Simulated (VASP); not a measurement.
Wanted: the native input for a VASP 6.6.1 run.

```yaml
Task: single point
Functional: PBEsol
Potentials_or_basis: VASP PAW PBE potentials, release 64 (C)
Cutoff: 520 eV
k_mesh: 18 × 18 × 18
Occupations: fermi-dirac, width 0.05 eV
Spin: no spin polarisation
Dipole_correction: no
Further_INCAR_settings: ALGO = Normal; EDIFF = 1e-07; NBANDS = 11
```

The structure of C lies in POSCAR:

```
C
1.0
    0.0000000000      2.0835796532      3.2796542920
    1.2029317415      0.0000000000      3.2796542920
    1.2029317415      2.0835796532      0.0000000000
C
2
Direct
    0.1666700000      0.8333300000      0.1666700000
    0.8333300000      0.1666700000      0.8333300000
```

One way to write it, as run:

INCAR

```
ALGO = Normal
EDIFF = 1E-7
ENCUT = 520
GGA = PS
ISIF = 2
ISMEAR = -1
LASPH = True
LCHARG = False
LREAL = False
LWAVE = False
NBANDS = 11
NELM = 60
PREC = Accurate
SIGMA = 0.05
```

KPOINTS

```
k-points
0
Gamma
  18 18 18
```

Potentials or basis: VASP PAW PBE potentials, release 64 (C).

Run with:

```sh
$ cat potpaw_PBE.64/C/POTCAR > POTCAR
$ mpirun -np 1 vasp_std > vasp.out
```

Results of the run:

| Quantity | Value |
| --- | --- |
| Pressure | 22.0 GPa |
| Largest force | 0.004 eV/Å |

Caveat: the cell stands under pressure; this functional lacks dispersion, which binds the layers, so the pressure and a relaxed spacing across them are unreliable; the PAW data sets were made with another functional, which shifts forces and pressure a little.

Wall time 83 s on 1 thread of Intel(R) Xeon(R) 6975P-C (Granite Rapids), with other jobs on the host, peak memory 0.24 GiB.
